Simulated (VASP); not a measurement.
A run of VASP 6.6.1:

Contents of INCAR:

```
PREC = Accurate ; ENCUT = 520
EDIFF = 1E-6 ; ISMEAR = 0
SIGMA = 0.1 ; LREAL = False
LASPH = True ; NELM = 60
ALGO = Normal ; ISIF = 2
LWAVE = False ; LCHARG = False
GGA = PE ; NBANDS = 18
```

Contents of KPOINTS:

```
Automatic mesh
0
Gamma
  4 4 4
```

Contents of POSCAR:

```
ScAsS
1.0
    3.5361487461      0.0000000000      0.0000000000
    0.0000000000      3.5361487461      0.0000000000
    0.0000000000      0.0000000000      5.2390988407
Sc As S
1 1 1
Direct
    0.0000000000      0.0000000000      0.0000000000
    0.5000000000      0.5000000000      0.5000000000
    0.5000000000      0.5000000000      0.0000000000
```

Potentials or basis: VASP PAW PBE potentials, release 64 (Sc_sv, As, S).

Run with:

```sh
$ cat potpaw_PBE.64/Sc_sv/POTCAR potpaw_PBE.64/As/POTCAR potpaw_PBE.64/S/POTCAR > POTCAR
$ mpirun -np 1 vasp_std > vasp.out
```

Hardware: 1 thread of Intel(R) Xeon(R) 6975P-C (Granite Rapids), with other jobs on the host.

Q: How long does it take, and how much memory?

A: Wall time 10 s on 1 thread of Intel(R) Xeon(R) 6975P-C (Granite Rapids), with other jobs on the host, peak memory 0.18 GiB. Counts: scf iterations 14, k points 18.
